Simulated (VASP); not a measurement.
# TiAl (P4/mmm) in VASP: notebook

Runs on TiAl. Level: r2SCAN. Tasks: single point.

All numbers are computed with VASP 6.6.1; they aren't measurements. Logs are shortened: lines on timing, memory, paths and dates and some standing lists are left out, and cuts for length are marked.

## Step 1: The cell of the first run

It takes space group P4/mmm (No. 123, tetragonal). The conventional cell has a = 2.826 Å, b = 2.826 Å, c = 4.090 Å, α = 90.00°, β = 90.00°, γ = 90.00°. Within 3.7 Å of Ti (site symmetry 4/mmm) lie 4 Ti at 2.83 Å and 8 Al at 2.86 Å. Al (site symmetry 4/mmm) has 4 Al at 2.83 Å and 8 Ti at 2.86 Å within 3.7 Å.

## Step 2: Single point, r2SCAN

POSCAR reads:

```
TiAl
1.0
    2.8260760243      0.0000000000      0.0000000000
    0.0000000000      2.8260760243      0.0000000000
    0.0000000000      0.0000000000      4.0897969663
Ti Al
1 1
Direct
    0.5000000000      0.5000000000      0.5000000000
    0.0000000000      0.0000000000      0.0000000000
```

INCAR.step1 reads:

```
PREC = Accurate
ENCUT = 520
ISMEAR = 0
SIGMA = 0.1
LREAL = False
LASPH = True
NELM = 60
NBANDS = 14
GGA = PE
ALGO = Normal
EDIFF = 1E-4
LWAVE = True
LCHARG = False
```

INCAR.step2 reads:

```
PREC = Accurate
ENCUT = 520
EDIFF = 1E-6
ISMEAR = 0
SIGMA = 0.1
LREAL = False
LASPH = True
NELM = 60
ALGO = Normal
ISIF = 2
LWAVE = False
LCHARG = False
METAGGA = R2SCAN
LMIXTAU = True
NBANDS = 14
ISTART = 1
```

KPOINTS reads:

```
Automatic mesh
0
Gamma
  14 14 10
```

Potentials or basis: VASP PAW PBE potentials, release 64 (Ti_sv, Al).

Launch:

```
$ cat potpaw_PBE.64/Ti_sv/POTCAR potpaw_PBE.64/Al/POTCAR > POTCAR
$ cp INCAR.step1 INCAR
$ mpirun -np 1 vasp_std > vasp.out
$ cp INCAR.step2 INCAR
$ mpirun -np 1 vasp_std > vasp.out
```

OUTCAR:

```text
PREC = Accurate
   ENCUT = 520
   EDIFF = 1E-6
   ISMEAR = 0
   LREAL = False
   LASPH = True
   NELM = 60
   ISIF = 2
   METAGGA = R2SCAN
   ISTART = 1

 ion  position               nearest neighbor table
   1  0.500  0.500  0.500-   2 2.86   2 2.86   2 2.86   2 2.86   2 2.86   2 2.86   2 2.86   2 2.86

   2  0.000  0.000  0.000-   1 2.86   1 2.86   1 2.86   1 2.86   1 2.86   1 2.86   1 2.86   1 2.86

  LATTYP: Found a simple tetragonal cell.
 ALAT       =     2.8260760243
 C/A-ratio  =     1.4471645246

  Lattice vectors:

 A1 = (   2.8260760243,   0.0000000000,   0.0000000000)
 A2 = (   0.0000000000,   2.8260760243,   0.0000000000)
 A3 = (   0.0000000000,   0.0000000000,   4.0897969663)

Analysis of symmetry for initial positions (statically):
=====================================================================
 Subroutine PRICEL returns:
 Original cell was already a primitive cell.

 Routine SETGRP: Setting up the symmetry group for a
 simple tetragonal supercell.

 Subroutine GETGRP returns: Found 16 space group operations
 (whereof 16 operations were pure point group operations)
 out of a pool of 16 trial point group operations.

The static configuration has the point symmetry D_4h.

Analysis of symmetry for dynamics (positions and initial velocities):
=====================================================================
 Subroutine PRICEL returns:
 Original cell was already a primitive cell.

 Routine SETGRP: Setting up the symmetry group for a
 simple tetragonal supercell.

 Subroutine GETGRP returns: Found 16 space group operations
 (whereof 16 operations were pure point group operations)
 out of a pool of 16 trial point group operations.

The dynamic configuration has the point symmetry D_4h.

 Subroutine INISYM returns: Found 16 space group operations
 (whereof 16 operations are pure point group operations),
 and found     1 'primitive' translations

----------------------------------------------------------------------------------------

                                     Primitive cell

  volume of cell :      32.6640

  direct lattice vectors                    reciprocal lattice vectors
     2.826076024  0.000000000  0.000000000     0.353847523  0.000000000  0.000000000
     0.000000000  2.826076024  0.000000000     0.000000000  0.353847523  0.000000000
     0.000000000  0.000000000  4.089796966     0.000000000  0.000000000  0.244510915

  length of vectors
     2.826076024  2.826076024  4.089796966     0.353847523  0.353847523  0.244510915

  position of ions in fractional coordinates (direct lattice)
     0.500000000  0.500000000  0.500000000
     0.000000000  0.000000000  0.000000000

  ion indices of the primitive-cell ions
   primitive index   ion index
                 1           1
                 2           2

----------------------------------------------------------------------------------------

 KPOINTS: Automatic mesh

Automatic generation of k-mesh.
 Grid dimensions read from file:
 generate k-points for:   14   14   10

 Generating k-lattice:

  Cartesian coordinates                     Fractional coordinates (reciprocal lattice)
     0.025274823  0.000000000  0.000000000     0.071428571  0.000000000  0.000000000
     0.000000000  0.025274823  0.000000000     0.000000000  0.071428571  0.000000000
     0.000000000  0.000000000  0.024451092     0.000000000  0.000000000  0.100000000

  Length of vectors
     0.025274823  0.025274823  0.024451092

  Shift w.r.t. Gamma in fractional coordinates (k-lattice)
     0.000000000  0.000000000  0.000000000

 Subroutine IBZKPT returns following result:
 ===========================================

 Found    216 irreducible k-points:

 Following reciprocal coordinates:
            Coordinates               Weight
  0.000000  0.000000  0.000000      1.000000
  0.071429  0.000000  0.000000      4.000000
  0.142857  0.000000  0.000000      4.000000
  0.214286  0.000000  0.000000      4.000000
  0.285714  0.000000  0.000000      4.000000
  0.357143  0.000000  0.000000      4.000000
[... 16 lines left out ...]
  0.285714  0.214286  0.000000      8.000000
  0.357143  0.214286  0.000000      8.000000
 [... further k-points ...]
   k-points           NKPTS =    216   k-points in BZ     NKDIM =    216   number of bands    NBANDS=     14
   number of dos      NEDOS =    301   number of ions     NIONS =      2
   total plane-waves  NPLWV =  17280
   dimension x,y,z NGX =    24 NGY =   24 NGZ =   30
   dimension x,y,z NGXF=    48 NGYF=   48 NGZF=   60
   ions per type =               1   1
   NGX,Y,Z   is equivalent  to a cutoff of  14.12, 14.12, 12.19 a.u.
   NGXF,Y,Z  is equivalent  to a cutoff of  28.24, 28.24, 24.39 a.u.
 SYSTEM =  unknown system
   PREC   = accura    normal or accurate (medium, high low for compatibility)
   ISTART =      1    job   : 0-new  1-cont  2-samecut
   ICHARG =      0    charge: 1-file 2-atom 10-const
   ISPIN  =      1    spin polarized calculation?
   LNONCOLLINEAR =      F non collinear calculations
   LSORBIT =      F    spin-orbit coupling
   LASPH  =      T    aspherical Exc in radial PAW
   ENCUT  =  520.0 eV  38.22 Ry    6.18 a.u.   5.25  5.25  7.60*2*pi/ulx,y,z
   NELM   =     60;   NELMIN=  2; NELMDL=  0     # of ELM steps
   EDIFF  = 0.1E-05   stopping-criterion for ELM
   LREAL  =      F    real-space projection
   EDIFFG = 0.1E-04   stopping-criterion for IOM
   NSW    =      0    number of steps for IOM
   IBRION =     -1    ionic relax: 0-MD 1-quasi-New 2-CG
   NFREE  =      0    steps in history (QN), initial steepest desc. (CG)
   ISIF   =      2    stress and relaxation
   ISYM   =      2    0-nonsym 1-usesym 2-fastsym
   POTIM  = 0.5000    time-step for ionic-motion
   TEBEG  =    0.0;   TEEND  =   0.0 temperature during run
   PSTRESS=    0.0 pullay stress
   NELECT =      15.0000    total number of electrons
   NUPDOWN=      -1.0000    fix difference up-down
   EMIN   =  10.00;   EMAX   =-10.00  energy-range for DOS
   EFERMI =   0.00;   METHOD = LEGACY
   ISMEAR =     0;   SIGMA  =   0.10  broadening in eV -4-tet -1-fermi 0-gaus
   EFERMI_NEDOS =   21; number of points for ismear=-14 and -15
   IALGO  =     38    algorithm
   IMIX   =      4    mixing-type and parameters
     AMIX     =   0.40;   BMIX     =  1.00
     AMIX_MAG =   1.60;   BMIX_MAG =  1.00
  volume/ion in A,a.u.               =      16.33       110.21
  Fermi-wavevector in a.u.,A,eV,Ry     =   1.263035  2.386790 21.704800  1.595258
  Thomas-Fermi vector in A             =   2.396413
   LORBIT       =      0    0 simple, 1 ext, 2 COOP (PROOUT), +10 PAW based schemes
   METAGGA = R2SCAN    functional components
   LHFCALC =     F    Hartree Fock is set to
   AEXX    =    0.0000 exact exchange contribution
   IVDW    =     0    specifies the selected vdW correction
   LEPSILON=     F    determine dielectric tensor
   LRPA    =     F    only Hartree local field effects (RPA)
 non-spin polarized calculation
 Gauss-broadening in eV      SIGMA  =   0.10
  energy-cutoff  :      520.00
  volume of cell :       32.66
 maximum number of plane-waves:       900
 NGX is ok and might be reduce to    24
   NGX = 11   NGY = 11   NGZ = 15

 number of electron      15.0000002 magnetization

 Free energy of the ion-electron system (eV)
  ---------------------------------------------------
  ext. energy  EPLUGINS =         0.00000000
  ---------------------------------------------------
  free energy    TOTEN  =       -20.59198528 eV

  energy without entropy =      -20.58384094  energy(sigma->0) =      -20.58791311

 E-fermi :   8.2766     XC(G=0): -11.8162

 val. band max:        8.2702674047   @ k =   0.3571   0.2857   0.2000
 cond. band min:       8.2838983083   @ k =   0.4286   0.3571   0.2000
 fundamental gap:      0.0136309036
 Fermi energy:         8.2766287652

 k-point     1 :       0.0000    0.0000    0.0000
  band No.  band energies     occupation
      1     -50.7194      2.00000
      2     -26.0908      2.00000
      3     -25.6110      2.00000
      4     -25.6110      2.00000
      5      -1.2960      2.00000
      6       6.3014      2.00000
      7       7.3158      2.00000
      8       7.7072      2.00000
      9      10.6137      0.00000
     10      10.6137      0.00000
     11      11.9371      0.00000
     12      14.7108      0.00000
     13      17.1440      0.00000
     14      17.1440      0.00000

 k-point     2 :       0.0714    0.0000    0.0000
  band No.  band energies     occupation
      1     -50.7164      2.00000
      2     -26.0878      2.00000
      3     -25.6363      2.00000
      4     -25.6089      2.00000
      5      -1.1902      2.00000
      6       6.3873      2.00000
      7       7.3552      2.00000
      8       7.6336      2.00000
      9      10.6312      0.00000
     10      10.7101      0.00000
     11      11.8339      0.00000
     12      14.7062      0.00000
     13      15.6496      0.00000
     14      17.2814      0.00000

 k-point     3 :       0.1429    0.0000    0.0000
  band No.  band energies     occupation
      1     -50.7080      2.00000
      2     -26.0794      2.00000
      3     -25.7068      2.00000
      4     -25.6030      2.00000
      5      -0.8755      2.00000
      6       6.6223      2.00000
      7       7.4381      2.00000
      8       7.4387      2.00000
      9      10.6807      0.00000
     10      10.9840      0.00000
     11      11.5640      0.00000
     12      13.9074      0.00000
     13      14.7125      0.00000
     14      17.6666      0.00000
[... 324 lines left out ...]
 k-point    23 :       0.2857    0.2143    0.0000
  band No.  band energies     occupation
      1     -50.6592      2.00000
      2     -26.0315      2.00000
      3     -25.8953      2.00000
      4     -25.7742      2.00000
      5       1.2144      2.00000
      6       7.1754      2.00000
      7       7.2255      2.00000
      8       7.9889      1.99995
      9       9.3543      0.00000
     10      10.1305      0.00000
     11      11.9549      0.00000
     12      13.6757      0.00000
     13      14.6158      0.00000
     14      15.3434      0.00000

 k-point    24 :       0.3571    0.2143    0.0000
  band No.  band energies     occupation
      1     -50.6471      2.00000
      2     -26.0197      2.00000
      3     -25.9913      2.00000
      4     -25.7636      2.00000
      5       2.0543      2.00000
      6       6.4115      2.00000
      7       7.1313      2.00000
      8       8.2322      1.47009
      9       9.3291      0.00000
     10       9.8114      0.00000
     11      11.9930      0.00000
     12      14.3405      0.00000
     13      15.1835      0.00000
     14      15.5176      0.00000

 [... further k-points ...]
[... 5 lines left out ...]
  --------------------------------------------------------------------------------------
  -------------------------------------------------------------------------------------
  Total       -0.3868285     -0.3868285     -0.3910662      0.0000000      0.0000000      0.0000000
  in kB      -18.9740312    -18.9740312    -19.1818926      0.0000000      0.0000000      0.0000000
  external PRESSURE =     -19.0433184 kB  Pullay stress =       0.0000000 kB

 VOLUME and BASIS-vectors are now :
 -----------------------------------------------------------------------------
  energy-cutoff  :      520.00
  volume of cell :       32.66
      direct lattice vectors                 reciprocal lattice vectors
     2.826076024  0.000000000  0.000000000     0.353847523  0.000000000  0.000000000
     0.000000000  2.826076024  0.000000000     0.000000000  0.353847523  0.000000000
     0.000000000  0.000000000  4.089796966     0.000000000  0.000000000  0.244510915

 POSITION                                       TOTAL-FORCE (eV/Angst)
 -----------------------------------------------------------------------------------
      1.41304      1.41304      2.04490         0.000000      0.000000      0.000000
      0.00000      0.00000      0.00000         0.000000      0.000000      0.000000
 -----------------------------------------------------------------------------------
    total drift:                                0.000000      0.000000     -0.000000

  FREE ENERGIE OF THE ION-ELECTRON SYSTEM (eV)
  ---------------------------------------------------
  free  energy   TOTEN  =       -20.5919852831 eV

  energy  without entropy=      -20.5838409445  energy(sigma->0) =      -20.58791311
```

It took 3.1 min on 1 thread of Intel Xeon 6975P-C, shared host; peak memory 0.23 GiB.

What came out:

```yaml
Free_energy: -20.5920 eV
Pressure: -1.9 GPa
```

Levels at points of the mesh, in eV from the Fermi level:
```tsv
k point	band 5	band 6	band 7	band 8	band 9	band 10	band 11	band 12
(0.00, 0.00, 0.00)	-9.57	-1.98	-0.96	-0.57	2.34	2.34	3.66	6.43
(0.50, 0.00, 0.00)	-4.85	-4.83	-1.79	-0.27	2.04	2.71	4.48	5.19
(0.50, 0.50, 0.00)	-3.24	-0.59	-0.59	-0.40	-0.18	-0.18	4.30	5.47
(0.00, 0.00, 0.50)	-8.06	-5.64	-0.79	0.74	1.98	1.98	3.67	8.24
(0.50, 0.00, 0.50)	-5.12	-3.27	-1.40	-1.31	1.53	2.10	2.48	4.04
(0.50, 0.50, 0.50)	-2.56	-2.38	-2.38	2.07	2.33	2.65	4.22	4.22
```

Caveat: the PAW data sets were made with another functional, which shifts forces and pressure a little.

## Step 3: Single point, r2SCAN

This run uses another cell than the first one, of 12.90 Å³/atom, 0.790 times its volume.

POSCAR reads:

```
TiAl
1.0
    2.6134910573      0.0000000000      0.0000000000
    0.0000000000      2.6134910573      0.0000000000
    0.0000000000      0.0000000000      3.7764890593
Ti Al
1 1
Direct
    0.5000000000      0.5000000000      0.5000000000
    0.0000000000      0.0000000000      0.0000000000
```

INCAR.step1 reads:

```
SYSTEM = TiAl
  PREC = Accurate
  ENCUT = 520
  ISMEAR = 0
  SIGMA = 0.1
  LREAL = .FALSE.
  LASPH = .TRUE.
  NELM = 100
  NBANDS = 14
  GGA = PE
  ALGO = Normal
  EDIFF = 1E-4
  LWAVE = .TRUE.
  LCHARG = .FALSE.
```

INCAR.step2 reads:

```
SYSTEM = TiAl
  PREC = Accurate
  ENCUT = 520
  EDIFF = 1E-6
  ISMEAR = 0
  SIGMA = 0.1
  LREAL = .FALSE.
  LASPH = .TRUE.
  NELM = 100
  ALGO = Normal
  ISIF = 2
  LWAVE = .FALSE.
  LCHARG = .FALSE.
  METAGGA = R2SCAN
  LMIXTAU = .TRUE.
  NBANDS = 14
  ISTART = 1
```

KPOINTS reads:

```
Automatic mesh
0
G
  16 16 12
  0 0 0
```

Potentials or basis: VASP PAW PBE potentials, release 64 (Ti_sv, Al).

Launch:

```
$ cat potpaw_PBE.64/Ti_sv/POTCAR potpaw_PBE.64/Al/POTCAR > POTCAR
$ cp INCAR.step1 INCAR
$ mpirun -np 1 vasp_std > vasp.out
$ cp INCAR.step2 INCAR
$ mpirun -np 1 vasp_std > vasp.out
```

Run time: 4 min. Hardware: 1 thread of Intel Xeon 6975P-C, shared host; peak memory 0.24 GiB.

The run converged. Its results:

```yaml
Free_energy: -19.9213 eV
Pressure: 40.3 GPa
```

Stress tensor (GPa, compression positive):
```
40.37  0.00  0.00
 0.00 40.37  0.00
 0.00  0.00 40.25
```

Levels at points of the mesh, in eV from the Fermi level:
```csv
k point,band 3,band 4,band 5,band 6,band 7,band 8,band 9,band 10,band 11,band 12
"(0.00, 0.00, 0.00)",-33.12,-33.12,-10.65,-2.48,-1.33,-0.10,3.02,3.02,4.76,8.44
"(0.50, 0.00, 0.00)",-33.71,-33.03,-5.57,-4.81,-2.32,-0.34,2.50,3.57,6.05,6.18
"(0.50, 0.50, 0.00)",-33.97,-33.58,-4.08,-0.76,-0.48,-0.48,-0.33,-0.33,5.81,7.54
"(0.00, 0.00, 0.50)",-33.12,-33.12,-8.73,-6.06,-1.07,0.93,2.55,2.55,4.78,8.73
"(0.50, 0.00, 0.50)",-33.75,-33.03,-5.83,-3.60,-1.35,-1.01,1.97,2.54,3.21,5.63
"(0.50, 0.50, 0.50)",-33.97,-33.61,-3.47,-2.99,-2.99,2.76,3.13,3.61,5.45,5.45
```

Caveat: the PAW data sets were made with another functional, which shifts forces and pressure a little.

(Part 1 of 2 ends here.)
